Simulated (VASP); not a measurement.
# Fe (Im-3m) in VASP: a series of runs, part 2 of 2

VASP 6.6.1. Earlier steps stand in the parts before.

**4. Single point, PBEsol, collinear spin, ferromagnetic start (11.89 Å³/atom)**

This run uses another cell than the first one, of 11.89 Å³/atom.

Contents of INCAR:

```
SYSTEM = Fe
  PREC = Accurate
  ENCUT = 520
  EDIFF = 1E-6
  ISMEAR = 0
  SIGMA = 0.1
  LREAL = .FALSE.
  LASPH = .TRUE.
  NELM = 150
  ALGO = Normal
  ISIF = 2
  LWAVE = .FALSE.
  LCHARG = .TRUE.
  ISPIN = 2
  MAGMOM = 2.32
  LORBIT = 11
  LMAXMIX = 4
  GGA = PS
  LELF = .TRUE.
  LVHAR = .TRUE.
  NBANDS = 14
```

Contents of KPOINTS:

```
Automatic mesh
0
G
  20 20 20
  0 0 0
```

Contents of POSCAR:

```
Fe
1.0
   -1.4378663212      1.4378663212      1.4378663212
    1.4378663212     -1.4378663212      1.4378663212
    1.4378663212      1.4378663212     -1.4378663212
Fe
1
Direct
    0.0000000000      0.0000000000      0.0000000000
```

Potentials or basis: VASP PAW PBE potentials, release 64 (Fe).

The run is started by

```
cat potpaw_PBE.64/Fe/POTCAR > POTCAR
mpirun -np 1 vasp_std > vasp.out
```

OUTCAR:

```text
SYSTEM = Fe
   PREC = Accurate
   ENCUT = 520
   EDIFF = 1E-6
   ISMEAR = 0
   LREAL = .FALSE.
   LASPH = .TRUE.
   NELM = 150
   ISIF = 2
   ISPIN = 2
   LORBIT = 11
   GGA = PS

 ion  position               nearest neighbor table
   1  0.000  0.000  0.000-

  LATTYP: Found a body centered cubic cell.
 ALAT       =     2.8757326424

  Lattice vectors:

 A1 = (  -1.4378663212,   1.4378663212,   1.4378663212)
 A2 = (   1.4378663212,  -1.4378663212,   1.4378663212)
 A3 = (   1.4378663212,   1.4378663212,  -1.4378663212)

Analysis of symmetry for initial positions (statically):
=====================================================================
 Subroutine PRICEL returns:
 Original cell was already a primitive cell.

 Routine SETGRP: Setting up the symmetry group for a
 body centered cubic supercell.

 Subroutine GETGRP returns: Found 48 space group operations
 (whereof 48 operations were pure point group operations)
 out of a pool of 48 trial point group operations.

The static configuration has the point symmetry O_h .

Analysis of symmetry for dynamics (positions and initial velocities):
[... 987 lines left out ...]
      3       4.4267      1.00000
      4       6.4846      0.00000
      5       6.9196      0.00000
      6       7.0968      0.00000
      7      19.1874      0.00000
      8      23.2874      0.00000
      9      26.6636      0.00000
     10      29.9448      0.00000
     11      34.3288      0.00000
     12      35.6562      0.00000
     13      41.1744      0.00000
     14      43.3187      0.00000

 [... further k-points ...]

------------------------ aborting loop because EDIFF is reached ----------------------------------------

  FORCE on cell =-STRESS in cart. coord.  units (eV):
  Direction    XX          YY          ZZ          XY          YZ          ZX
  --------------------------------------------------------------------------------------
  -------------------------------------------------------------------------------------
  Total       -1.2115246     -1.2115246     -1.2115246      0.0000000      0.0000000     -0.0000000
  in kB     -163.2402666   -163.2402666   -163.2402666      0.0000000      0.0000000     -0.0000000
  external PRESSURE =    -163.2402666 kB  Pullay stress =       0.0000000 kB

 VOLUME and BASIS-vectors are now :
 -----------------------------------------------------------------------------
  energy-cutoff  :      520.00
  volume of cell :       11.89
      direct lattice vectors                 reciprocal lattice vectors
    -1.437866321  1.437866321  1.437866321     0.000000000  0.347737472  0.347737472
     1.437866321 -1.437866321  1.437866321     0.347737472  0.000000000  0.347737472
     1.437866321  1.437866321 -1.437866321     0.347737472  0.347737472  0.000000000

 POSITION                                       TOTAL-FORCE (eV/Angst)
 -----------------------------------------------------------------------------------
      0.00000      0.00000      0.00000         0.000000      0.000000     -0.000000
 -----------------------------------------------------------------------------------
    total drift:                                0.000000     -0.000000      0.000000

  FREE ENERGIE OF THE ION-ELECTRON SYSTEM (eV)
  ---------------------------------------------------
  free  energy   TOTEN  =        -8.8614457611 eV

  energy  without entropy=       -8.8564912167  energy(sigma->0) =       -8.85896849

 total charge

# of ion       s       p       d       tot
------------------------------------------
    1        0.471   0.503   6.207   7.181

 magnetization (x)

# of ion       s       p       d       tot
------------------------------------------
    1       -0.014  -0.050   2.329   2.266
```

stdout:

```text
POSCAR found type information on POSCAR Fe
 POSCAR found :  1 types and       1 ions
 scaLAPACK will be used
 -----------------------------------------------------------------------------
|                                                                             |
|                                                                             |
|     You enforced a specific xc type in the INCAR file but a different       |
|     I HOPE YOU KNOW WHAT YOU ARE DOING!                                     |
|                                                                             |
 -----------------------------------------------------------------------------

 LDA part: xc-table for (Slater+PW92), standard interpolation
 POSCAR, INCAR and KPOINTS ok, starting setup
 FFT: planning ... GRIDC
 FFT: planning ... GRID_SOFT
 FFT: planning ... GRID
 WAVECAR not read
 entering main loop
```

It took 92 s on 1 thread of Intel Xeon 8259CL, shared host; peak memory 0.19 GiB.

Results:

| Item | Value |
| --- | --- |
| Free energy | -8.8614 eV |
| Pressure | -16.3 GPa |
| Net moment | 2.27 μB per cell |
| Site moments | Fe +2.27 μB |
| Valence electrons inside the program's atomic spheres | Fe 7.18 |

Caveat: the cell stands under tension; the PAW data sets were made with another functional, which shifts forces and pressure a little.

**5. Single point, PBEsol, collinear spin, ferromagnetic start**

This run uses another cell than the first one, of 12.02 Å³/atom.

Contents of INCAR:

```
SYSTEM = Fe
ALGO = Normal
EDIFF = 1E-6
ENCUT = 520
GGA = PS
ISIF = 2
ISMEAR = 0
ISPIN = 2
LASPH = .True.
LCHARG = .True.
LELF = .True.
LMAXMIX = 4
LORBIT = 11
LREAL = .False.
LVHAR = .True.
LWAVE = .False.
MAGMOM = 2.32
NBANDS = 14
NELM = 150
PREC = Accurate
SIGMA = 0.1
```

Contents of KPOINTS:

```
k-points
0
Gamma
  20 20 20
  0 0 0
```

Contents of POSCAR:

```
Fe
1.0
   -1.4430000000      1.4430000000      1.4430000000
    1.4430000000     -1.4430000000      1.4430000000
    1.4430000000      1.4430000000     -1.4430000000
Fe
1
Direct
    0.0000000000      0.0000000000      0.0000000000
```

The run is started by

```
cat potpaw_PBE.64/Fe/POTCAR > POTCAR
mpirun -np 1 vasp_std > vasp.out
```

Run time: 1.8 min. Hardware: 1 thread of Intel Xeon 8259CL, shared host; peak memory 0.18 GiB.

Results (log left out):

* Free energy: -8.8478 eV
* Pressure: -17.7 GPa
* Net moment: 2.29 μB per cell
* Site moments: Fe +2.28 μB
* Valence electrons inside the program's atomic spheres: Fe 7.16

Levels at points of the mesh, in eV from the Fermi level:
Spin up:
```tsv
k point	band 2	band 3	band 4	band 5	band 6	band 7	band 8	band 9
(0.00, 0.00, 0.00)	-2.19	-2.19	-2.19	-1.03	-1.03	24.41	24.41	24.41
(0.50, 0.00, 0.00)	-3.19	-0.99	-0.86	0.29	0.49	6.85	17.84	19.29
(0.50, 0.50, 0.50)	-4.50	0.04	0.04	0.04	9.49	9.49	9.49	15.07
```
Spin down:
| k point | band 1 | band 2 | band 3 | band 4 | band 5 | band 6 | band 7 | band 8 |
| --- | --- | --- | --- | --- | --- | --- | --- | --- |
| (0.00, 0.00, 0.00) | -7.91 | -0.16 | -0.16 | -0.16 | 1.68 | 1.68 | 24.29 | 24.29 |
| (0.50, 0.00, 0.00) | -3.28 | -1.35 | 0.68 | 1.56 | 1.92 | 2.64 | 8.29 | 17.97 |
| (0.50, 0.50, 0.50) | -2.66 | -2.66 | 2.36 | 2.36 | 2.36 | 9.84 | 9.84 | 9.84 |

Caveat: the cell stands under tension; the PAW data sets were made with another functional, which shifts forces and pressure a little.

**6. Summary**

```tsv
cell	gap on the mesh (eV)	pressure (GPa)	moment (μB)
a = 2.312 Å, angles 109.5°, 1 atom	none	39.5	1.92
a = 2.338 Å, angles 109.5°, 1 atom	none	27.0	1.97
a = 2.490 Å, angles 109.5°, 1 atom	none	-16.3	2.27
a = 2.499 Å, angles 109.5°, 1 atom	none	-17.7	2.29
```

Alike in all rows: task single point; level PBEsol; potentials or basis VASP PAW PBE potentials, release 64 (Fe); spin collinear, ferromagnetic start; k mesh 20 × 20 × 20; cutoff (eV) 520; smearing gaussian 0.1 eV.

Caveats: the PAW data sets were made with another functional, which shifts forces and pressure a little; the cell stands under pressure (at least some runs); the cell stands under tension (at least some runs).

Absolute energies hang on the potentials; compare differences alone.
